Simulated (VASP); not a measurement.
# SiC (Moissanite 3C) (F-43m) in VASP: a series of runs

Runs on SiC (Moissanite 3C). Level: PBEsol. Tasks: single point.

Program: VASP 6.6.1. These are calculated values, not measurements. Logs are shortened: lines on timing, memory, paths and dates and some standing lists are left out, and cuts for length are marked.

**Measured values to compare with.**

From “Insight into the structural, elastic and electronic properties of a new orthorhombic 6O-SiC polytype”, 2020, pmc:7200658, for a bulk crystal of SiC: band gap 2.4 eV (indirect).

The results are compared with them further down.

## 1. The cell of the first run

Symmetry: F-43m, No. 216, cubic system. Conventional cell: a = 4.239 Å, b = 4.239 Å, c = 4.239 Å, α = 90.00°, β = 90.00°, γ = 90.00°. Within 2.4 Å of Si (site symmetry -43m) lie 4 C at 1.84 Å. Within 2.4 Å of C (site symmetry -43m) lie 4 Si at 1.84 Å.

## 2. Single point, PBEsol

The input, INCAR:

```
SYSTEM = SiC
  ALGO = Normal
  EDIFF = 1E-6
  ENCUT = 600
  GGA = PS
  GGA_COMPAT = .False.
  ISIF = 2
  ISMEAR = 0
  LASPH = .True.
  LCHARG = .False.
  LREAL = .False.
  LWAVE = .False.
  NBANDS = 11
  NELM = 120
  PREC = Accurate
  SIGMA = 0.01
```

The input, KPOINTS:

```
k-points
0
Gamma
  8 8 8
  0 0 0
```

The input, POSCAR:

```
SiC
1.0
    0.0000000000      2.1192710523      2.1192710523
    2.1192710523      0.0000000000      2.1192710523
    2.1192710523      2.1192710523      0.0000000000
Si C
1 1
Direct
    0.0000000000      0.0000000000      0.0000000000
    0.2500000000      0.2500000000      0.2500000000
```

Potentials or basis: VASP PAW PBE potentials, release 64 (Si, C).

Launch:

```sh
> cat potpaw_PBE.64/Si/POTCAR potpaw_PBE.64/C/POTCAR > POTCAR
> mpirun -np 1 vasp_std > vasp.out
```

OUTCAR:

```text
SYSTEM = SiC
   EDIFF = 1E-6
   ENCUT = 600
   GGA = PS
   ISIF = 2
   ISMEAR = 0
   LASPH = .True.
   LREAL = .False.
   NELM = 120
   PREC = Accurate

 ion  position               nearest neighbor table
   1  0.000  0.000  0.000-   2 1.84   2 1.84   2 1.84   2 1.84
   2  0.250  0.250  0.250-   1 1.84   1 1.84   1 1.84   1 1.84

  LATTYP: Found a face centered cubic cell.
 ALAT       =     4.2385421046

  Lattice vectors:

 A1 = (   0.0000000000,   2.1192710523,   2.1192710523)
 A2 = (   2.1192710523,   0.0000000000,   2.1192710523)
 A3 = (   2.1192710523,   2.1192710523,   0.0000000000)

Analysis of symmetry for initial positions (statically):
=====================================================================
 Subroutine PRICEL returns:
 Original cell was already a primitive cell.

 Routine SETGRP: Setting up the symmetry group for a
 face centered cubic supercell.

 Subroutine GETGRP returns: Found 24 space group operations
 (whereof 24 operations were pure point group operations)
 out of a pool of 48 trial point group operations.

The static configuration has the point symmetry T_d .

Analysis of symmetry for dynamics (positions and initial velocities):
=====================================================================
 Subroutine PRICEL returns:
 Original cell was already a primitive cell.

 Routine SETGRP: Setting up the symmetry group for a
 face centered cubic supercell.

 Subroutine GETGRP returns: Found 24 space group operations
 (whereof 24 operations were pure point group operations)
 out of a pool of 48 trial point group operations.

The dynamic configuration has the point symmetry T_d .

 Subroutine INISYM returns: Found 24 space group operations
 (whereof 24 operations are pure point group operations),
 and found     1 'primitive' translations

----------------------------------------------------------------------------------------

                                     Primitive cell

  volume of cell :      19.0366

  direct lattice vectors                    reciprocal lattice vectors
     0.000000000  2.119271052  2.119271052    -0.235930180  0.235930180  0.235930180
     2.119271052  0.000000000  2.119271052     0.235930180 -0.235930180  0.235930180
     2.119271052  2.119271052  0.000000000     0.235930180  0.235930180 -0.235930180

  length of vectors
     2.997101865  2.997101865  2.997101865     0.408643058  0.408643058  0.408643058

  position of ions in fractional coordinates (direct lattice)
     0.000000000  0.000000000  0.000000000
     0.250000000  0.250000000  0.250000000

  ion indices of the primitive-cell ions
   primitive index   ion index
                 1           1
                 2           2

----------------------------------------------------------------------------------------

 KPOINTS: k-points

Automatic generation of k-mesh.
 Grid dimensions read from file:
 generate k-points for:    8    8    8

 Generating k-lattice:

  Cartesian coordinates                     Fractional coordinates (reciprocal lattice)
    -0.029491272  0.029491272  0.029491272     0.125000000  0.000000000  0.000000000
     0.029491272 -0.029491272  0.029491272     0.000000000  0.125000000  0.000000000
     0.029491272  0.029491272 -0.029491272     0.000000000  0.000000000  0.125000000

  Length of vectors
     0.051080382  0.051080382  0.051080382

  Shift w.r.t. Gamma in fractional coordinates (k-lattice)
     0.000000000  0.000000000  0.000000000

 Subroutine IBZKPT returns following result:
 ===========================================

 Found     29 irreducible k-points:

 Following reciprocal coordinates:
            Coordinates               Weight
  0.000000  0.000000  0.000000      1.000000
  0.125000  0.000000  0.000000      8.000000
  0.250000  0.000000  0.000000      8.000000
  0.375000  0.000000  0.000000      8.000000
  0.500000  0.000000  0.000000      4.000000
  0.125000  0.125000  0.000000      6.000000
[... 16 lines left out ...]
  0.500000  0.250000  0.125000     48.000000
 -0.375000  0.250000  0.125000     24.000000
 [... further k-points ...]
   k-points           NKPTS =     29   k-points in BZ     NKDIM =     29   number of bands    NBANDS=     11
   number of dos      NEDOS =    301   number of ions     NIONS =      2
   total plane-waves  NPLWV =  13824
   dimension x,y,z NGX =    24 NGY =   24 NGZ =   24
   dimension x,y,z NGXF=    48 NGYF=   48 NGZF=   48
   ions per type =               1   1
   NGX,Y,Z   is equivalent  to a cutoff of  13.31, 13.31, 13.31 a.u.
   NGXF,Y,Z  is equivalent  to a cutoff of  26.63, 26.63, 26.63 a.u.
 SYSTEM =  SiC
   PREC   = accura    normal or accurate (medium, high low for compatibility)
   ISTART =      0    job   : 0-new  1-cont  2-samecut
   ICHARG =      2    charge: 1-file 2-atom 10-const
   ISPIN  =      1    spin polarized calculation?
   LNONCOLLINEAR =      F non collinear calculations
   LSORBIT =      F    spin-orbit coupling
   LASPH  =      T    aspherical Exc in radial PAW
   ENCUT  =  600.0 eV  44.10 Ry    6.64 a.u.   5.99  5.99  5.99*2*pi/ulx,y,z
   NELM   =    120;   NELMIN=  2; NELMDL= -5     # of ELM steps
   EDIFF  = 0.1E-05   stopping-criterion for ELM
   LREAL  =      F    real-space projection
   EDIFFG = 0.1E-04   stopping-criterion for IOM
   NSW    =      0    number of steps for IOM
   IBRION =     -1    ionic relax: 0-MD 1-quasi-New 2-CG
   NFREE  =      0    steps in history (QN), initial steepest desc. (CG)
   ISIF   =      2    stress and relaxation
   ISYM   =      2    0-nonsym 1-usesym 2-fastsym
   POTIM  = 0.5000    time-step for ionic-motion
   TEBEG  =    0.0;   TEEND  =   0.0 temperature during run
   PSTRESS=    0.0 pullay stress
   NELECT =       8.0000    total number of electrons
   NUPDOWN=      -1.0000    fix difference up-down
   EMIN   =  10.00;   EMAX   =-10.00  energy-range for DOS
   EFERMI =   0.00;   METHOD = LEGACY
   ISMEAR =     0;   SIGMA  =   0.01  broadening in eV -4-tet -1-fermi 0-gaus
   EFERMI_NEDOS =   21; number of points for ismear=-14 and -15
   IALGO  =     38    algorithm
   IMIX   =      4    mixing-type and parameters
     AMIX     =   0.40;   BMIX     =  1.00
     AMIX_MAG =   1.60;   BMIX_MAG =  1.00
  volume/ion in A,a.u.               =       9.52        64.23
  Fermi-wavevector in a.u.,A,eV,Ry     =   1.226239  2.317255 20.458552  1.503661
  Thomas-Fermi vector in A             =   2.361247
   LORBIT       =      0    0 simple, 1 ext, 2 COOP (PROOUT), +10 PAW based schemes
   GGA     = PS    functional components
   LHFCALC =     F    Hartree Fock is set to
   AEXX    =    0.0000 exact exchange contribution
   IVDW    =     0    specifies the selected vdW correction
   LEPSILON=     F    determine dielectric tensor
   LRPA    =     F    only Hartree local field effects (RPA)
 non-spin polarized calculation
 Gauss-broadening in eV      SIGMA  =   0.01
  energy-cutoff  :      600.00
  volume of cell :       19.04
 maximum number of plane-waves:       652
   NGX = 11   NGY = 11   NGZ = 11

 number of electron       7.9999999 magnetization

 Free energy of the ion-electron system (eV)
  ---------------------------------------------------
  ext. energy  EPLUGINS =         0.00000000
  ---------------------------------------------------
  free energy    TOTEN  =       -15.80806396 eV

  energy without entropy =      -15.80806396  energy(sigma->0) =      -15.80806396

 E-fermi :   9.1844     XC(G=0): -11.8674

 val. band max:        9.0204449185   @ k =   0.0000   0.0000   0.0000
 cond. band min:      10.1735283592   @ k =   0.5000   0.5000   0.0000
 fundamental gap:      1.1530834406
 Fermi energy:         9.1844004197

 k-point     1 :       0.0000    0.0000    0.0000
  band No.  band energies     occupation
      1      -7.0752      2.00000
      2       9.0204      2.00000
      3       9.0204      2.00000
      4       9.0204      2.00000
      5      16.1851      0.00000
      6      16.8620      0.00000
      7      16.8620      0.00000
      8      16.8620      0.00000
      9      23.9785      0.00000
     10      23.9785      0.00000
     11      26.6034      0.00000

 k-point     2 :       0.1250    0.0000    0.0000
  band No.  band energies     occupation
      1      -6.7486      2.00000
      2       7.5004      2.00000
      3       8.8153      2.00000
      4       8.8153      2.00000
      5      16.2122      0.00000
      6      17.2294      0.00000
      7      17.2294      0.00000
      8      17.5841      0.00000
      9      22.6355      0.00000
     10      22.6355      0.00000
     11      25.5638      0.00000

 k-point     3 :       0.2500    0.0000    0.0000
  band No.  band energies     occupation
      1      -5.7902      2.00000
      2       4.5529      2.00000
      3       8.4022      2.00000
      4       8.4022      2.00000
      5      15.6877      0.00000
      6      17.3897      0.00000
      7      17.3897      0.00000
      8      19.0447      0.00000
      9      22.5242      0.00000
     10      22.5242      0.00000
     11      24.7334      0.00000

 k-point     4 :       0.3750    0.0000    0.0000
  band No.  band energies     occupation
      1      -4.3131      2.00000
      2       1.6251      2.00000
      3       8.0692      2.00000
      4       8.0692      2.00000
      5      15.2940      0.00000
      6      16.8070      0.00000
      7      16.8070      0.00000
      8      19.4641      0.00000
      9      24.7498      0.00000
     10      24.7498      0.00000
     11      25.3625      0.00000
[... 239 lines left out ...]
 k-point    22 :       0.3750    0.2500    0.1250
  band No.  band energies     occupation
      1      -4.9564      2.00000
      2       4.4227      2.00000
      3       5.9938      2.00000
      4       7.7076      2.00000
      5      14.5764      0.00000
      6      17.0727      0.00000
      7      18.1174      0.00000
      8      19.7449      0.00000
      9      21.8906      0.00000
     10      25.6993      0.00000
     11      29.1898      0.00000

 k-point    23 :       0.5000    0.2500    0.1250
  band No.  band energies     occupation
      1      -3.5332      2.00000
      2       2.2257      2.00000
      3       5.2489      2.00000
      4       6.9957      2.00000
      5      14.4203      0.00000
      6      17.1181      0.00000
      7      18.8159      0.00000
      8      20.1007      0.00000
      9      23.1176      0.00000
     10      26.2864      0.00000
     11      29.2266      0.00000

 k-point    24 :      -0.3750    0.2500    0.1250
  band No.  band energies     occupation
      1      -2.4508      2.00000
      2       0.7442      2.00000
      3       5.1571      2.00000
      4       6.6194      2.00000
      5      14.3381      0.00000
      6      16.8019      0.00000
      7      19.7697      0.00000
      8      20.7193      0.00000
      9      23.1986      0.00000
     10      25.9159      0.00000
     11      29.2271      0.00000

 [... further k-points ...]
[... 5 lines left out ...]
  --------------------------------------------------------------------------------------
  -------------------------------------------------------------------------------------
  Total        2.5843917      2.5843917      2.5843917      0.0000000     -0.0000000     -0.0000000
  in kB      217.5100929    217.5100929    217.5100929      0.0000000     -0.0000000     -0.0000000
  external PRESSURE =     217.5100929 kB  Pullay stress =       0.0000000 kB

 VOLUME and BASIS-vectors are now :
 -----------------------------------------------------------------------------
  energy-cutoff  :      600.00
  volume of cell :       19.04
      direct lattice vectors                 reciprocal lattice vectors
     0.000000000  2.119271052  2.119271052    -0.235930180  0.235930180  0.235930180
     2.119271052  0.000000000  2.119271052     0.235930180 -0.235930180  0.235930180
     2.119271052  2.119271052  0.000000000     0.235930180  0.235930180 -0.235930180

 POSITION                                       TOTAL-FORCE (eV/Angst)
 -----------------------------------------------------------------------------------
      0.00000      0.00000      0.00000         0.000000      0.000000     -0.000000
      1.05964      1.05964      1.05964        -0.000000     -0.000000      0.000000
 -----------------------------------------------------------------------------------
    total drift:                                0.000000      0.000000      0.000000

  FREE ENERGIE OF THE ION-ELECTRON SYSTEM (eV)
  ---------------------------------------------------
  free  energy   TOTEN  =       -15.8080639577 eV

  energy  without entropy=      -15.8080639577  energy(sigma->0) =      -15.80806396
```

It took 3.4 s on 1 thread of Intel Xeon 6975P-C, shared host; peak memory 0.13 GiB.

Results:

| Quantity | Value |
| --- | --- |
| Free energy | -15.8081 eV |
| Pressure | 21.8 GPa |
| Band gap on the k mesh | 1.15 eV, indirect (least direct gap 4.52 eV) |

Caveat: the PAW data sets were made with another functional, which shifts forces and pressure a little. PBEsol gaps usually lie below the measured ones, often by a third to a half.

## 3. Single point, PBEsol

This run uses another cell than the first one, of 9.79 Å³/atom, 1.029 times its volume.

The input, INCAR:

```
SYSTEM = SiC
  PREC = Accurate
  ENCUT = 600
  EDIFF = 1E-6
  ISMEAR = 0
  SIGMA = 0.01
  LREAL = .FALSE.
  LASPH = .TRUE.
  NELM = 120
  ALGO = Normal
  ISIF = 2
  LWAVE = .FALSE.
  LCHARG = .TRUE.
  GGA = PS
  LELF = .TRUE.
  LVHAR = .TRUE.
  NBANDS = 11
  GGA_COMPAT = .FALSE.
```

The input, KPOINTS:

```
Automatic mesh
0
G
  8 8 8
  0 0 0
```

The input, POSCAR:

```
SiC
1.0
    0.0000000000      2.1395523904      2.1395523904
    2.1395523904      0.0000000000      2.1395523904
    2.1395523904      2.1395523904      0.0000000000
Si C
1 1
Direct
    0.0000000000      0.0000000000      0.0000000000
    0.2500000000      0.2500000000      0.2500000000
```

Potentials or basis: VASP PAW PBE potentials, release 64 (Si, C).

Launch:

```sh
> cat potpaw_PBE.64/Si/POTCAR potpaw_PBE.64/C/POTCAR > POTCAR
> mpirun -np 1 vasp_std > vasp.out
```

OUTCAR:

```text
SYSTEM = SiC
   PREC = Accurate
   ENCUT = 600
   EDIFF = 1E-6
   ISMEAR = 0
   LREAL = .FALSE.
   LASPH = .TRUE.
   NELM = 120
   ISIF = 2
   GGA = PS

 ion  position               nearest neighbor table
   1  0.000  0.000  0.000-   2 1.85   2 1.85   2 1.85   2 1.85
   2  0.250  0.250  0.250-   1 1.85   1 1.85   1 1.85   1 1.85

  LATTYP: Found a face centered cubic cell.
 ALAT       =     4.2791047808

  Lattice vectors:

 A1 = (   0.0000000000,   2.1395523904,   2.1395523904)
 A2 = (   2.1395523904,   0.0000000000,   2.1395523904)
 A3 = (   2.1395523904,   2.1395523904,   0.0000000000)
[... 512 lines left out ...]
      7      19.2086      0.00000
      8      20.1026      0.00000
      9      22.5601      0.00000
     10      25.3108      0.00000
     11      28.5266      0.00000

 [... further k-points ...]
[... 5 lines left out ...]
  --------------------------------------------------------------------------------------
  -------------------------------------------------------------------------------------
  Total        1.6583987      1.6583987      1.6583987     -0.0000000     -0.0000000      0.0000000
  in kB      135.6440557    135.6440557    135.6440557     -0.0000000     -0.0000000      0.0000000
  external PRESSURE =     135.6440557 kB  Pullay stress =       0.0000000 kB

 VOLUME and BASIS-vectors are now :
 -----------------------------------------------------------------------------
  energy-cutoff  :      600.00
  volume of cell :       19.59
      direct lattice vectors                 reciprocal lattice vectors
     0.000000000  2.139552390  2.139552390    -0.233693740  0.233693740  0.233693740
     2.139552390  0.000000000  2.139552390     0.233693740 -0.233693740  0.233693740
     2.139552390  2.139552390  0.000000000     0.233693740  0.233693740 -0.233693740

 POSITION                                       TOTAL-FORCE (eV/Angst)
 -----------------------------------------------------------------------------------
      0.00000      0.00000      0.00000         0.000000      0.000000      0.000000
      1.06978      1.06978      1.06978        -0.000000     -0.000000     -0.000000
 -----------------------------------------------------------------------------------
    total drift:                                0.000000      0.000000      0.000000

  FREE ENERGIE OF THE ION-ELECTRON SYSTEM (eV)
  ---------------------------------------------------
  free  energy   TOTEN  =       -15.8690696481 eV

  energy  without entropy=      -15.8690696481  energy(sigma->0) =      -15.86906965
```

stdout:

```text
POSCAR found type information on POSCAR SiC
 POSCAR found :  2 types and       2 ions
 scaLAPACK will be used
 -----------------------------------------------------------------------------
|                                                                             |
|                                                                             |
|     You enforced a specific xc type in the INCAR file but a different       |
|     I HOPE YOU KNOW WHAT YOU ARE DOING!                                     |
|                                                                             |
 -----------------------------------------------------------------------------

 LDA part: xc-table for (Slater+PW92), standard interpolation
 POSCAR, INCAR and KPOINTS ok, starting setup
 FFT: planning ... GRIDC
 FFT: planning ... GRID_SOFT
 FFT: planning ... GRID
 WAVECAR not read
 entering main loop
```

It took 3.4 s on 1 thread of Intel Xeon 6975P-C, shared host; peak memory 0.13 GiB.

Results:

| Item | Value |
| --- | --- |
| Free energy | -15.8691 eV |
| Pressure | 13.6 GPa |
| Band gap on the k mesh | 1.18 eV, indirect (least direct gap 4.50 eV) |

Levels at points of the mesh, in eV from the valence-band top:
```csv
k point,band 2,band 3,band 4,band 5,band 6,band 7
"(0.00, 0.00, 0.00)",0.00,0.00,0.00,6.83,7.63,7.63
"(0.50, 0.00, 0.00)",-8.91,-1.07,-1.07,5.88,7.36,7.36
"(0.50, 0.50, 0.00)",-8.01,-3.32,-3.32,1.18,4.39,14.60
```

Caveat: the PAW data sets were made with another functional, which shifts forces and pressure a little. A hybrid or GW would open this gap; PBEsol tends to underestimate it.

[end of part 1 of 2]
